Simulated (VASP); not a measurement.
# CdS (P3m1) in VASP: notebook

Aim: see how the results for CdS move with the level of theory and the settings. Levels: LDA, PBE, PBEsol. Tasks: vibrations by perturbation theory, dielectric tensor, elastic constants.

Program: VASP 6.6.1. These are calculated values, not measurements. Logs are shortened: lines on timing, memory, paths and dates and some standing lists are left out, and cuts for length are marked.

### Step 1. The cell of the first run

The structure is trigonal, space group P3m1 (No. 156). Conventional cell: a = 4.261 Å, b = 4.261 Å, c = 5.804 Å, α = 90.00°, β = 90.00°, γ = 120.00°. Within 3.2 Å of Cd (site symmetry 3m) lie 3 S at 2.46 Å. Within 3.2 Å of S (site symmetry 3m) lie 3 Cd at 2.46 Å.

### Step 2. Vibrations by perturbation theory, LDA

File INCAR:

```
SYSTEM = CdS
ALGO = Normal
EDIFF = 1E-8
ENCUT = 520
IBRION = 8
ISIF = 2
ISMEAR = 0
LASPH = .TRUE.
LCHARG = .TRUE.
LEPSILON = .TRUE.
LREAL = .FALSE.
LWAVE = .FALSE.
NELM = 60
NSW = 1
PREC = Accurate
SIGMA = 0.01
```

File KPOINTS:

```
k-points
0
G
  5 5 4
  0 0 0
```

File POSCAR:

```
CdS
1.0
    4.2611695877      0.0000000000      0.0000000000
   -2.1305847939      3.6902811128      0.0000000000
    0.0000000000      0.0000000000      5.8041729400
Cd S
1 1
Direct
    0.0000000000      0.0000000000      0.4426919200
    0.6666666667      0.3333333333      0.4343080800
```

Potentials or basis: VASP PAW LDA potentials, release 64 (Cd, S).

Launch:

```console
> cat potpaw_LDA.64/Cd/POTCAR potpaw_LDA.64/S/POTCAR > POTCAR
> mpirun -np 1 vasp_std > vasp.out
```

OUTCAR:

```text
SYSTEM = CdS
   EDIFF = 1E-8
   ENCUT = 520
   IBRION = 8
   ISIF = 2
   ISMEAR = 0
   LASPH = .TRUE.
   LEPSILON = .TRUE.
   LREAL = .FALSE.
   NELM = 60
   NSW = 1
   PREC = Accurate

 ion  position               nearest neighbor table
   1  0.000  0.000  0.443-   2 2.46   2 2.46   2 2.46
   2  0.667  0.333  0.434-   1 2.46   1 2.46   1 2.46

  LATTYP: Found a hexagonal cell.
 ALAT       =     4.2611695877
 C/A-ratio  =     1.3621079426

  Lattice vectors:

 A1 = (   4.2611695877,   0.0000000000,   0.0000000000)
 A2 = (  -2.1305847939,   3.6902811128,   0.0000000000)
 A3 = (   0.0000000000,   0.0000000000,   5.8041729400)

Analysis of symmetry for initial positions (statically):
=====================================================================
 Subroutine PRICEL returns:
 Original cell was already a primitive cell.

 Routine SETGRP: Setting up the symmetry group for a
 hexagonal supercell.

 Subroutine GETGRP returns: Found  6 space group operations
 (whereof  6 operations were pure point group operations)
 out of a pool of 24 trial point group operations.

The static configuration has the point symmetry C_3v.

Analysis of symmetry for dynamics (positions and initial velocities):
=====================================================================
 Subroutine PRICEL returns:
 Original cell was already a primitive cell.

 Routine SETGRP: Setting up the symmetry group for a
 hexagonal supercell.

 Subroutine GETGRP returns: Found  6 space group operations
 (whereof  6 operations were pure point group operations)
 out of a pool of 24 trial point group operations.

The dynamic configuration has the point symmetry C_3v.

 Subroutine INISYM returns: Found  6 space group operations
 (whereof  6 operations are pure point group operations),
 and found     1 'primitive' translations

----------------------------------------------------------------------------------------

                                     Primitive cell

  volume of cell :      91.2701

  direct lattice vectors                    reciprocal lattice vectors
     4.261169588  0.000000000  0.000000000     0.234677353  0.135491033  0.000000000
    -2.130584794  3.690281113  0.000000000     0.000000000  0.270982066  0.000000000
     0.000000000  0.000000000  5.804172940     0.000000000  0.000000000  0.172289835

  length of vectors
     4.261169588  4.261169588  5.804172940     0.270982066  0.270982066  0.172289835

  position of ions in fractional coordinates (direct lattice)
     0.000000000  0.000000000  0.442691920
     0.666666667  0.333333333  0.434308080

  ion indices of the primitive-cell ions
   primitive index   ion index
                 1           1
                 2           2

----------------------------------------------------------------------------------------

 KPOINTS: k-points

Automatic generation of k-mesh.
 Grid dimensions read from file:
 generate k-points for:    5    5    4

 Generating k-lattice:

  Cartesian coordinates                     Fractional coordinates (reciprocal lattice)
     0.046935471  0.027098207  0.000000000     0.200000000 -0.000000000  0.000000000
     0.000000000  0.054196413  0.000000000     0.000000000  0.200000000  0.000000000
[... 421 lines left out ...]

--------------------------------------- Ionic step        3  -------------------------------------------

------------------------ aborting loop because EDIFF is reached ----------------------------------------

 PIEZOELECTRIC TENSOR FIELD DIRECTION 3  (e Angst)
 -----------------------------------------------------------------------------
     0.01201 -0.00000 -0.00000           (  0.00364 -0.00000  0.00000)
    -0.00000  0.01201 -0.00000           ( -0.00000  0.00364  0.00000)
    -0.00000  0.00000 -0.00811           (  0.00000  0.00000  0.00554)

 PIEZOELECTRIC TENSOR FIELD DIRECTION 3  (C/m^2)
 -----------------------------------------------------------------------------
     0.00211 -0.00000 -0.00000
    -0.00000  0.00211 -0.00000
    -0.00000  0.00000 -0.00142

--------------------------------------- Ionic step        4  -------------------------------------------

------------------------ aborting loop because EDIFF is reached ----------------------------------------

[... ionic steps 5 to 5 ...]

--------------------------------------- Ionic step        6  -------------------------------------------

------------------------ aborting loop because EDIFF is reached ----------------------------------------

--------------------------------------- Ionic step        7  -------------------------------------------

------------------------ aborting loop because EDIFF is reached ----------------------------------------

[... ionic steps 8 to 8 ...]

--------------------------------------- Ionic step        9  -------------------------------------------

 Free energy of the ion-electron system (eV)
  ---------------------------------------------------
  ---------------------------------------------------
  free energy    TOTEN  =        -0.11726766 eV

  energy without entropy =       -0.11726766

------------------------ aborting loop because EDIFF is reached ----------------------------------------

 INTERNAL STRAIN TENSOR  FOR ION    2  DIRECTION 3   (eV/Angst):
 -----------------------------------------------------------------------------
     0.29827 -0.00000 -0.00000
    -0.00000  0.29827  0.00000
    -0.00000 -0.00000  0.08228

 MACROSCOPIC STATIC DIELECTRIC TENSOR (including local field effects in DFT)
 ------------------------------------------------------
           8.553029    -0.000000     0.000000
          -0.000000     8.553029     0.000000
           0.000000    -0.000000     1.866865
 ------------------------------------------------------

 PIEZOELECTRIC TENSOR (including local field effects)  for field in x, y, z        (e  Angst)
          XX          YY          ZZ          XY          YZ          ZX
  --------------------------------------------------------------------------------
  x     0.00000    -0.00000     0.00000    -2.70308    -0.00000     0.12911
  y    -2.70308     2.70308     0.00000    -0.00000     0.12911    -0.00000
  z     0.01201     0.01201    -0.00811    -0.00000     0.00000     0.00000

 PIEZOELECTRIC TENSOR (including local field effects)  for field in x, y, z        (C/m^2)
          XX          YY          ZZ          XY          YZ          ZX
  --------------------------------------------------------------------------------
  x     0.00000    -0.00000     0.00000    -0.47450    -0.00000     0.02266
  y    -0.47450     0.47450     0.00000    -0.00000     0.02266    -0.00000
  z     0.00211     0.00211    -0.00142    -0.00000     0.00000     0.00000

 BORN EFFECTIVE CHARGES (including local field effects) (in |e|, cummulative output)
 ---------------------------------------------------------------------------------
 ion    1
    1     3.20757    -0.00000    -0.00000
    2    -0.00000     3.20757     0.00000
    3     0.00000     0.00000     0.42755
 ion    2
    1    -3.20757     0.00000     0.00000
    2     0.00000    -3.20757    -0.00000
    3     0.00000     0.00000    -0.42755

 INTERNAL STRAIN TENSOR FOR ION    2 for displacements in x,y,z  (eV/Angst):
          X           Y           Z          XY          YZ          ZX
  --------------------------------------------------------------------------------
  x     0.00000    -0.00000     0.00000    -6.95504    -0.00000     0.39141
  y    -6.95504     6.95504     0.00000    -0.00000     0.29648    -0.00000
  z     0.29827     0.29827     0.08228    -0.00000     0.00000     0.00000

 SECOND DERIVATIVES (NOT SYMMETRIZED)
 ------------------------------------
               1X          1Y          1Z          2X          2Y          2Z
  1X    -6.944272    0.000000    0.000000    6.944272   -0.000000   -0.000000
  1Y     0.000000   -6.944272   -0.000000   -0.000000    6.944272    0.000000
  1Z     0.000000   -0.000000   -0.503330   -0.000000    0.000000    0.503330
  2X     6.932052   -0.000000   -0.000000   -6.932052    0.000000    0.000000
  2Y    -0.000000    6.932052   -0.000000    0.000000   -6.932052    0.000000
  2Z     0.000000   -0.000000    0.470144   -0.000000    0.000000   -0.470144

 Eigenvectors and eigenvalues of the dynamical matrix
 ----------------------------------------------------

   1 f  =    8.242124 THz    51.786794 2PiTHz  274.927672 cm-1    34.086672 meV
             X         Y         Z           dx          dy          dz
      0.000000  0.000000  2.569460     0.270610   -0.386031    0.000000
      2.130585  1.230094  2.520799    -0.506224    0.722141    0.000000
[... 21 lines left out ...]
   6 f/i=    0.031227 THz     0.196208 2PiTHz    1.041636 cm-1     0.129146 meV
             X         Y         Z           dx          dy          dz
      0.000000  0.000000  2.569460    -0.000000    0.000000    0.875181
      2.130585  1.230094  2.520799     0.000000    0.000000    0.483795

--------------------------------------------------------------------------------------------------------

 MACROSCOPIC STATIC DIELECTRIC TENSOR IONIC CONTRIBUTION
 ------------------------------------------------------
           2.939983    -0.000000    -0.000000
          -0.000000     2.939983    -0.000000
          -0.000000    -0.000000     0.744158
 ------------------------------------------------------

 ELASTIC MODULI CONTR FROM IONIC RELAXATION (kBar)
 Direction    XX          YY          ZZ          XY          YZ          ZX
 --------------------------------------------------------------------------------
 XX        -129.1602    122.7480     -0.8062      0.0000      5.8188     -0.0000
 YY         122.7480   -129.1602     -0.8062      0.0000     -5.8188      0.0000
 ZZ          -0.8062     -0.8062     -0.2027      0.0000      0.0000     -0.0000
 XY           0.0000      0.0000      0.0000   -125.9541      0.0000      6.7146
 YZ           5.8188     -5.8188      0.0000      0.0000     -0.2688      0.0000
 ZX          -0.0000      0.0000     -0.0000      6.7146      0.0000     -0.3580
 --------------------------------------------------------------------------------

 PIEZOELECTRIC TENSOR IONIC CONTR  for field in x, y, z        (C/m^2)
          XX          YY          ZZ          XY          YZ          ZX
  --------------------------------------------------------------------------------
  x    -0.00000     0.00000    -0.00000     0.57260     0.00000    -0.03053
  y     0.57260    -0.57260     0.00000     0.00000    -0.02645     0.00000
  z    -0.04596    -0.04596    -0.01156     0.00000     0.00000    -0.00000
```

Wall time 4.7 min (1 thread of Intel Xeon Platinum 8488C (Sapphire Rapids), shared host); peak memory 0.36 GiB.

What came out:

* Electronic dielectric tensor (diagonal): 8.55, 8.55, 1.87
* Born charges (mean of the diagonal): Cd +2.28; S -2.28 e
* Highest phonon frequency at Γ, LO-TO splitting left out: 275 cm⁻¹

Phonon frequencies in cm⁻¹ (negative: imaginary):
| q point | frequencies |
| --- | --- |
| (0.000, 0.000, 0.000) | -1 0 0 72 275 275 |

Electronic dielectric tensor:
```
8.55 0.00 0.00
0.00 8.55 0.00
0.00 0.00 1.87
```

Born effective charge tensors (e):
atom 1, Cd
```
3.21 0.00 0.00
0.00 3.21 0.00
0.00 0.00 0.43
```
atom 2, S
```
-3.21  0.00  0.00
 0.00 -3.21  0.00
 0.00  0.00 -0.43
```

Caveat: the cell wasn't relaxed at this level first, which shifts response properties.

### Step 3. Vibrations by perturbation theory, PBE

File INCAR:

```
SYSTEM = CdS
PREC     = Accurate       ! precision mode
ENCUT    = 520            ! plane-wave cutoff, eV
EDIFF    = 1E-8           ! SCF threshold, eV
ISMEAR   = 0              ! smearing method
SIGMA    = 0.01           ! smearing width, eV
LREAL    = .False.        ! projectors in reciprocal space
LASPH    = .True.         ! aspherical terms in the spheres
NELM     = 80             ! most SCF steps
ALGO     = Normal         ! electronic algorithm
ISIF     = 2              ! what is computed and relaxed
LWAVE    = .False.        ! write WAVECAR
LCHARG   = .True.         ! write CHGCAR
GGA      = PE             ! functional
NBANDS   = 16             ! bands
IBRION   = 8              ! ionic algorithm
NSW      = 1              ! ionic steps
LEPSILON = .True.         ! dielectric tensor by DFPT
```

File KPOINTS:

```
Automatic mesh
0
Gamma
  5 5 4
  0 0 0
```

POSCAR is that of step 2.

Potentials or basis: VASP PAW PBE potentials, release 64 (Cd, S).

Launch:

```console
> cat potpaw_PBE.64/Cd/POTCAR potpaw_PBE.64/S/POTCAR > POTCAR
> mpirun -np 1 vasp_std > vasp.out
```

OUTCAR:

```text
SYSTEM = CdS
   PREC = Accurate
   ENCUT = 520
   EDIFF = 1E-8
   ISMEAR = 0
   LREAL = .False.
   LASPH = .True.
   NELM = 80
   ISIF = 2
   GGA = PE
   IBRION = 8
   NSW = 1
   LEPSILON = .True.

 ion  position               nearest neighbor table
   1  0.000  0.000  0.443-   2 2.46   2 2.46   2 2.46
   2  0.667  0.333  0.434-   1 2.46   1 2.46   1 2.46

  LATTYP: Found a hexagonal cell.
 ALAT       =     4.2611695877
 C/A-ratio  =     1.3621079426

  Lattice vectors:

 A1 = (   4.2611695877,   0.0000000000,   0.0000000000)
 A2 = (  -2.1305847939,   3.6902811128,   0.0000000000)
 A3 = (   0.0000000000,   0.0000000000,   5.8041729400)

Analysis of symmetry for initial positions (statically):
=====================================================================
 Subroutine PRICEL returns:
 Original cell was already a primitive cell.

 Routine SETGRP: Setting up the symmetry group for a
 hexagonal supercell.

 Subroutine GETGRP returns: Found  6 space group operations
 (whereof  6 operations were pure point group operations)
 out of a pool of 24 trial point group operations.

The static configuration has the point symmetry C_3v.

Analysis of symmetry for dynamics (positions and initial velocities):
=====================================================================
 Subroutine PRICEL returns:
 Original cell was already a primitive cell.

 Routine SETGRP: Setting up the symmetry group for a
[... 582 lines left out ...]
  z     0.01361     0.01361    -0.00833    -0.00000     0.00000     0.00000

 PIEZOELECTRIC TENSOR (including local field effects)  for field in x, y, z        (C/m^2)
          XX          YY          ZZ          XY          YZ          ZX
  --------------------------------------------------------------------------------
  x     0.00000    -0.00000    -0.00000    -0.44361    -0.00000     0.02119
  y    -0.44361     0.44361     0.00000    -0.00000     0.02119    -0.00000
  z     0.00239     0.00239    -0.00146    -0.00000     0.00000     0.00000

 BORN EFFECTIVE CHARGES (including local field effects) (in |e|, cummulative output)
 ---------------------------------------------------------------------------------
 ion    1
    1     3.06591    -0.00000    -0.00000
    2    -0.00000     3.06591     0.00000
    3     0.00000     0.00000     0.46422
 ion    2
    1    -3.06591     0.00000     0.00000
    2     0.00000    -3.06591     0.00000
    3    -0.00000     0.00000    -0.46422

 INTERNAL STRAIN TENSOR FOR ION    2 for displacements in x,y,z  (eV/Angst):
          X           Y           Z          XY          YZ          ZX
  --------------------------------------------------------------------------------
  x     0.00000    -0.00000    -0.00000    -8.48071    -0.00000     0.41430
  y    -8.48071     8.48071    -0.00000    -0.00000     0.32321    -0.00000
  z     0.36113     0.36113     0.03968    -0.00000     0.00000    -0.00000

 SECOND DERIVATIVES (NOT SYMMETRIZED)
 ------------------------------------
               1X          1Y          1Z          2X          2Y          2Z
  1X    -7.613413    0.000000   -0.000000    7.613413   -0.000000    0.000000
  1Y     0.000000   -7.613413   -0.000000   -0.000000    7.613413    0.000000
  1Z    -0.000000    0.000000   -0.066850    0.000000    0.000000    0.066850
  2X     7.604265   -0.000000    0.000000   -7.604265    0.000000    0.000000
  2Y    -0.000000    7.604265    0.000000    0.000000   -7.604265    0.000000
  2Z     0.000000    0.000000    0.040974    0.000000    0.000000   -0.040974

 Eigenvectors and eigenvalues of the dynamical matrix
 ----------------------------------------------------

   1 f  =    8.631970 THz    54.236265 2PiTHz  287.931513 cm-1    35.698942 meV
             X         Y         Z           dx          dy          dz
      0.000000  0.000000  2.569460     0.270554   -0.385945   -0.000000
      2.130585  1.230094  2.520799    -0.506262    0.722181    0.000000
[... 21 lines left out ...]
   6 f/i=    0.077348 THz     0.485991 2PiTHz    2.580045 cm-1     0.319885 meV
             X         Y         Z           dx          dy          dz
      0.000000  0.000000  2.569460     0.000000    0.000000    0.823263
      2.130585  1.230094  2.520799     0.000000    0.000000    0.567661

--------------------------------------------------------------------------------------------------------

 MACROSCOPIC STATIC DIELECTRIC TENSOR IONIC CONTRIBUTION
 ------------------------------------------------------
           2.449273    -0.000000     0.000000
          -0.000000     2.449273     0.000000
           0.000000     0.000000     7.706390
 ------------------------------------------------------

 ELASTIC MODULI CONTR FROM IONIC RELAXATION (kBar)
 Direction    XX          YY          ZZ          XY          YZ          ZX
 --------------------------------------------------------------------------------
 XX        -210.9980    128.4487     -3.6195      0.0000      6.9570     -0.0000
 YY         128.4487   -210.9980     -3.6195      0.0000     -6.9570      0.0000
 ZZ          -3.6195     -3.6195     -0.3174      0.0000      0.0000      0.0000
 XY           0.0000      0.0000      0.0000   -169.7233      0.0000      7.9014
 YZ           6.9570     -6.9570      0.0000      0.0000     -0.2852      0.0000
 ZX          -0.0000      0.0000      0.0000      7.9014      0.0000     -0.3678
 --------------------------------------------------------------------------------

 PIEZOELECTRIC TENSOR IONIC CONTR  for field in x, y, z        (C/m^2)
          XX          YY          ZZ          XY          YZ          ZX
  --------------------------------------------------------------------------------
  x    -0.00000     0.00000     0.00000     0.60668     0.00000    -0.02824
  y     0.60668    -0.60668     0.00000     0.00000    -0.02487     0.00000
  z    -0.53069    -0.53069    -0.04654     0.00000    -0.00000    -0.00000
```

stdout:

```text
POSCAR found type information on POSCAR CdS
 POSCAR found :  2 types and       2 ions
 scaLAPACK will be used
 LDA part: xc-table for (Slater+PW92), standard interpolation
 POSCAR, INCAR and KPOINTS ok, starting setup
 FFT: planning ... GRIDC
 FFT: planning ... GRID_SOFT
 FFT: planning ... GRID
 WAVECAR not read
[... 32 lines left out ...]
 first order change of Fermi-energy   0.63357E-01
 force on displaced ion       1 direction 3 :   0.000   0.000  -0.067
 Born effective charge ion    1 direction 3 :   0.000  -0.000   0.464
 Linear response progress:
 first order change of Fermi-energy   0.25062E-01
 force on displaced ion       2 direction 1 :  -7.604   0.002   0.000
 Born effective charge ion    2 direction 1 :  -3.259  -0.000   0.000
 Linear response progress:
 first order change of Fermi-energy  -0.62757E-01
 force on displaced ion       2 direction 3 :  -0.000   0.000  -0.041
 Born effective charge ion    2 direction 3 :   0.000  -0.000  -0.464
 Born effective charges drift removed
 Linear response finished
```

Wall time 5.1 min (1 thread of Intel Xeon 6975P-C (Granite Rapids), shared host); peak memory 0.38 GiB.

Results:

```yaml
Electronic_dielectric_tensor_diagonal: 7.00, 7.00, 1.85
Born_charges_mean_of_the_diagonal: Cd +2.20; S -2.20 e
Highest_phonon_frequency_at_Γ_LO-TO_splitting_left_out: 288 cm⁻¹
```

Phonon frequencies in cm⁻¹ (negative: imaginary):
| q point | frequencies |
| --- | --- |
| (0.000, 0.000, 0.000) | -3 0 0 23 288 288 |

Electronic dielectric tensor:
```
7.00 0.00 0.00
0.00 7.00 0.00
0.00 0.00 1.85
```

Born effective charge tensors (e):
atom 1, Cd
```
3.07 0.00 0.00
0.00 3.07 0.00
0.00 0.00 0.46
```
atom 2, S
```
-3.07  0.00  0.00
 0.00 -3.07  0.00
 0.00  0.00 -0.46
```

(Part 1 of 3 ends here.)
